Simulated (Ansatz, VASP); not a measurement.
**H in VASP and in Ansatz**

```
H
1.0
    15.00000    0.00000    0.00000
     0.00000   15.50000    0.00000
     0.00000    0.00000   16.00000
H
2
Direct
  0.47680 0.49905 0.50111
  0.52320 0.50095 0.49889
```

Alike in both runs: task relaxation of the atoms; functional PBE; dispersion D3(BJ); k mesh 1 × 1 × 1; occupations gaussian, width 0.005 eV; no spin polarisation.

```csv
,VASP,Ansatz
version,VASP 6.6.1,Ansatz 0.2.0
potentials or method,"VASP PAW PBE potentials, release 64 (H), cutoff 520 eV","scalar-relativistic, plane waves, PAW"
valence electrons in the cell,2,2
```

VASP gave:

| Property | Result |
| --- | --- |
| gap on the k mesh at the Fermi level, each at its own relaxed structure (eV) | 10.27 |

Estimate Ansatz's values.

gap on the k mesh at the Fermi level, each at its own relaxed structure (eV): 10.26.
